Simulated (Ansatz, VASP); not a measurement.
Two plane-wave programs on HgTe

The input INCAR:

```
SYSTEM = HgTe
ALGO = Normal
EDIFF = 1E-6
ENCUT = 520
GGA = PE
ISIF = 2
ISMEAR = 0
LASPH = .TRUE.
LCHARG = .FALSE.
LREAL = .FALSE.
LWAVE = .FALSE.
NBANDS = 16
NELM = 60
PREC = Accurate
SIGMA = 0.1
```

File KPOINTS:

```
k-points
0
G
  6 6 6
  0 0 0
```

Contents of POSCAR:

```
HgTe
1.0
    0.0000000000      3.2899842045      3.2899842045
    3.2899842045      0.0000000000      3.2899842045
    3.2899842045      3.2899842045      0.0000000000
Hg Te
1 1
Direct
    0.0000000000      0.0000000000      0.0000000000
    0.2500000000      0.2500000000      0.2500000000
```

Input for Ansatz:

```yaml
crystal:
  lattice:
    - [0.0, 3.2899842045, 3.2899842045]
    - [3.2899842045, 0.0, 3.2899842045]
    - [3.2899842045, 3.2899842045, 0.0]
  atoms:
    - { symbol: Hg, position: [0.0, 0.0, 0.0] }
    - { symbol: Te, position: [0.25, 0.25, 0.25] }
basis:
  ecutwfc: 420
kpoints:
  mp_grid: { grid: [6, 6, 6] }
hamiltonian:
  xc: pbe
scf:
  occupations: { method: gaussian, width: 0.1 }
  lower_state_search: "off"
output:
  forces: true
  stress: true
  eigenvalues: true
```

Alike in both runs: task single point; functional PBE; k mesh 6 × 6 × 6; occupations gaussian, width 0.1 eV; no spin polarisation.

```csv
,VASP,Ansatz
version,VASP 6.6.1,Ansatz 0.2.0
potentials or method,"VASP PAW PBE potentials, release 64 (Hg, Te), cutoff 520 eV","scalar-relativistic, plane waves, PAW"
valence electrons in the cell,18,36
```

```tsv
	VASP	Ansatz	Ansatz less VASP
gap on the k mesh at the Fermi level (eV)	none	none	-
pressure (GPa)	1.3	1.3	-0.05
```

A gap of «none» marks a metal or a gap that the smearing closes. VASP's potentials hold 18 valence electrons a cell and Ansatz's 36, so a difference there can come from the potentials and not from the codes.

Neither program's run includes spin-orbit coupling.
